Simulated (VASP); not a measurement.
# Mg (P6/mmm) in VASP: single point with PBE

Aim: the single point of Mg with PBE.

All numbers are computed with VASP 6.6.1; they aren't measurements. Logs are shortened: lines on timing, memory, paths and dates and some standing lists are left out, and cuts for length are marked.

**1. The cell of the first run**

Symmetry: P6/mmm, No. 191, hexagonal system. Conventional cell: a = 5.103 Å, b = 5.103 Å, c = 3.099 Å, α = 90.00°, β = 90.00°, γ = 120.00°. Within 4.1 Å of Mg (site symmetry 6/mmm) lie 14 Mg at 3.10 to 3.33 Å. Mg (site symmetry -6m2) has 11 Mg at 2.95 to 3.33 Å within 3.9 Å.

This isn't the form of Mg at room conditions, which is hcp.

**2. Single point, PBE (23.29 Å³/atom)**

POSCAR reads:

```
Mg
1.0
    5.1026261106      0.0000000000      0.0000000000
   -2.5513130553      4.4190038378      0.0000000000
    0.0000000000      0.0000000000      3.0986983489
Mg
3
Direct
    0.0000000000      0.0000000000      0.0000000000
    0.3333333333      0.6666666667      0.5000000000
    0.6666666667      0.3333333333      0.5000000000
```

INCAR.step1 reads:

```
PREC = Accurate
ENCUT = 520
EDIFF = 1E-6
ISMEAR = -1
SIGMA = 0.08
LREAL = False
LASPH = True
NELM = 100
ALGO = Normal
ISIF = 2
LWAVE = False
LCHARG = True
GGA = PE
NBANDS = 10
```

KPOINTS.step1 reads:

```
regular mesh
0
Gamma
  7 7 10
```

INCAR.step2 reads:

```
PREC = Accurate
ENCUT = 520
EDIFF = 1E-6
ISMEAR = -5
SIGMA = 0.08
LREAL = False
LASPH = True
NELM = 100
ALGO = Normal
ISIF = 2
LWAVE = False
LCHARG = False
GGA = PE
LORBIT = 10
NBANDS = 10
NEDOS = 2001
ICHARG = 11
```

KPOINTS.step2 reads:

```
regular mesh
0
Gamma
  11 11 15
```

Potentials or basis: VASP PAW PBE potentials, release 64 (Mg).

Run with:

```console
> cat potpaw_PBE.64/Mg/POTCAR > POTCAR
> cp INCAR.step1 INCAR
> cp KPOINTS.step1 KPOINTS
> mpirun -np 1 vasp_std > vasp.out
> cp INCAR.step2 INCAR
> cp KPOINTS.step2 KPOINTS
> mpirun -np 1 vasp_std > vasp.out
```

OUTCAR:

```text
PREC = Accurate
   ENCUT = 520
   EDIFF = 1E-6
   ISMEAR = -5
   LREAL = False
   LASPH = True
   NELM = 100
   ISIF = 2
   GGA = PE
   LORBIT = 10
   ICHARG = 11

 ion  position               nearest neighbor table
   1  0.000  0.000  0.000-   2 3.33   3 3.33   2 3.33   3 3.33   3 3.33   3 3.33   2 3.33   2 3.33
                             3 3.33   3 3.33   2 3.33   2 3.33
   2  0.333  0.667  0.500-   3 2.95   3 2.95   3 2.95   1 3.33   1 3.33   1 3.33   1 3.33   1 3.33
                             1 3.33
   3  0.667  0.333  0.500-   2 2.95   2 2.95   2 2.95   1 3.33   1 3.33   1 3.33   1 3.33   1 3.33
                             1 3.33

  LATTYP: Found a hexagonal cell.
 ALAT       =     5.1026261106
 C/A-ratio  =     0.6072752112

  Lattice vectors:

 A1 = (   5.1026261106,   0.0000000000,   0.0000000000)
 A2 = (  -2.5513130553,   4.4190038378,   0.0000000000)
 A3 = (   0.0000000000,   0.0000000000,   3.0986983489)

Analysis of symmetry for initial positions (statically):
=====================================================================
 Subroutine PRICEL returns:
 Original cell was already a primitive cell.

 Routine SETGRP: Setting up the symmetry group for a
 hexagonal supercell.

 Subroutine GETGRP returns: Found 24 space group operations
 (whereof 24 operations were pure point group operations)
 out of a pool of 24 trial point group operations.

The static configuration has the point symmetry D_6h.

Analysis of symmetry for dynamics (positions and initial velocities):
=====================================================================
 Subroutine PRICEL returns:
 Original cell was already a primitive cell.

 Routine SETGRP: Setting up the symmetry group for a
 hexagonal supercell.

 Subroutine GETGRP returns: Found 24 space group operations
 (whereof 24 operations were pure point group operations)
 out of a pool of 24 trial point group operations.

The dynamic configuration has the point symmetry D_6h.

 Subroutine INISYM returns: Found 24 space group operations
 (whereof 24 operations are pure point group operations),
 and found     1 'primitive' translations

----------------------------------------------------------------------------------------

                                     Primitive cell

  volume of cell :      69.8711

[... 106 lines left out ...]
   EFERMI =   0.00;   METHOD = LEGACY
   ISMEAR =    -5;   SIGMA  =   0.08  broadening in eV -4-tet -1-fermi 0-gaus
   EFERMI_NEDOS =   21; number of points for ismear=-14 and -15
   IALGO  =     38    algorithm
   IMIX   =      4    mixing-type and parameters
     AMIX     =   0.40;   BMIX     =  1.00
     AMIX_MAG =   1.60;   BMIX_MAG =  1.00
  volume/ion in A,a.u.               =      23.29       157.17
  Fermi-wavevector in a.u.,A,eV,Ry     =   0.722259  1.364871  7.097583  0.521658
  Thomas-Fermi vector in A             =   1.812176
   LORBIT       =     10    0 simple, 1 ext, 2 COOP (PROOUT), +10 PAW based schemes
   GGA     = PE    functional components
   LHFCALC =     F    Hartree Fock is set to
   AEXX    =    0.0000 exact exchange contribution
   IVDW    =     0    specifies the selected vdW correction
   LEPSILON=     F    determine dielectric tensor
   LRPA    =     F    only Hartree local field effects (RPA)
 non-spin polarized calculation
 Fermi weights with tetrahedron method with Bloechl corrections
  energy-cutoff  :      520.00
  volume of cell :       69.87
 maximum number of plane-waves:      1914
 NGX is ok and might be reduce to    40

 number of electron       6.0000000 magnetization

 Free energy of the ion-electron system (eV)
  ---------------------------------------------------
  ext. energy  EPLUGINS =         0.00000000
  ---------------------------------------------------
  free energy    TOTEN  =        -4.34665745 eV

  energy without entropy =       -4.34665745  energy(sigma->0) =       -4.34665745

 E-fermi :   2.6059     XC(G=0):  -8.4459

 val. band max:        2.8788763110   @ k =   0.0000   0.0000   0.0667
 cond. band min:       2.4112967287   @ k =   0.1818   0.1818   0.4000
 fundamental gap:     -0.4675795823
 Fermi energy:         2.6059217993

 k-point     1 :       0.0000    0.0000    0.0000
  band No.  band energies     occupation
      1      -4.3111      2.00000
      2       2.8151      1.47324
      3       2.8151      0.86461
      4       2.8683      0.00000
      5       2.8683      0.00000
      6       3.8891      0.00000
      7       3.9508      0.00000
      8      10.4626      0.00000
      9      10.9289      0.00000
     10      15.8263      0.00000
[... 287 lines left out ...]
 k-point    24 :       0.1818    0.0909    0.0667
  band No.  band energies     occupation
      1      -3.7953      2.00000
      2       0.3050      2.00000
      3       0.9576      2.00000
      4       3.0228      0.02752
      5       4.2800      0.00000
      6       6.3719      0.00000
      7       6.9657      0.00000
      8       9.2935      0.00000
      9      11.8497      0.00000
     10      12.8080      0.00000

 [... further k-points ...]

------------------------ aborting loop because EDIFF is reached ----------------------------------------

  FORCE on cell =-STRESS in cart. coord.  units (eV):
  Direction    XX          YY          ZZ          XY          YZ          ZX
  --------------------------------------------------------------------------------------
  -------------------------------------------------------------------------------------
  Total       -0.1111353     -0.1111353     -0.1436069      0.0000000     -0.0000000      0.0000000
  in kB       -2.5483868     -2.5483868     -3.2929758      0.0000000     -0.0000000      0.0000000
  external PRESSURE =      -2.7965831 kB  Pullay stress =       0.0000000 kB

 VOLUME and BASIS-vectors are now :
 -----------------------------------------------------------------------------
  energy-cutoff  :      520.00
  volume of cell :       69.87
      direct lattice vectors                 reciprocal lattice vectors
     5.102626111  0.000000000  0.000000000     0.195977518  0.113147673  0.000000000
    -2.551313055  4.419003838  0.000000000     0.000000000  0.226295345  0.000000000
     0.000000000  0.000000000  3.098698349     0.000000000  0.000000000  0.322716150

 POSITION                                       TOTAL-FORCE (eV/Angst)
 -----------------------------------------------------------------------------------
      0.00000      0.00000      0.00000        -0.000000     -0.000000      0.000000
     -0.00000      2.94600      1.54935         0.000000     -0.000000     -0.000000
      2.55131      1.47300      1.54935         0.000000      0.000000      0.000000
 -----------------------------------------------------------------------------------
    total drift:                                0.000000     -0.000000     -0.000000

  FREE ENERGIE OF THE ION-ELECTRON SYSTEM (eV)
  ---------------------------------------------------
  free  energy   TOTEN  =        -4.3466574490 eV

  energy  without entropy=       -4.3466574490  energy(sigma->0) =       -4.34665745

 total charge

# of ion       s       p       d       tot
------------------------------------------
    1        0.197   0.120   0.012   0.329
    2        0.218   0.124   0.011   0.354
    3        0.218   0.124   0.011   0.354
--------------------------------------------------
tot          0.634   0.367   0.035   1.036
```

OSZICAR.step1:

```text
N       E                     dE             d eps       ncg     rms          rms(c)
DAV:   1     0.164933938685E+01    0.16493E+01   -0.19854E+03   960   0.421E+02
DAV:   2    -0.429095865546E+01   -0.59403E+01   -0.57289E+01  1210   0.439E+01
DAV:   3    -0.439145343991E+01   -0.10049E+00   -0.99379E-01  1222   0.477E+00
DAV:   4    -0.439193795899E+01   -0.48452E-03   -0.48433E-03  1152   0.345E-01
DAV:   5    -0.439194231330E+01   -0.43543E-05   -0.43545E-05  1126   0.335E-02    0.116E+00
DAV:   6    -0.438022513080E+01    0.11717E-01   -0.97836E-04  1086   0.267E-01    0.746E-01
DAV:   7    -0.436720335290E+01    0.13022E-01   -0.43656E-03  1026   0.473E-01    0.419E-02
DAV:   8    -0.436722060945E+01   -0.17257E-04   -0.41101E-05  1190   0.350E-02    0.915E-03
DAV:   9    -0.436721726803E+01    0.33414E-05   -0.26331E-06  1092   0.890E-03    0.130E-03
DAV:  10    -0.436721740664E+01   -0.13861E-06   -0.27263E-07   670   0.165E-03
   1 F= -.43672174E+01 E0= -.43522852E+01  d E =-.298645E-01
```

Wall time 44 s (1 thread of Intel Xeon Platinum 8488C (Sapphire Rapids), shared host); peak memory 0.23 GiB.

Results:

| Property | Result |
| --- | --- |
| Valence electrons inside the program's atomic spheres | Mg 0.33, 0.35 (each value once) |

Levels at points of the mesh, in eV from the Fermi level:
```csv
k point,band 1,band 2,band 3,band 4,band 5,band 6
"(0.00, 0.00, 0.00)",-6.92,0.21,0.21,0.26,0.26,1.28
```
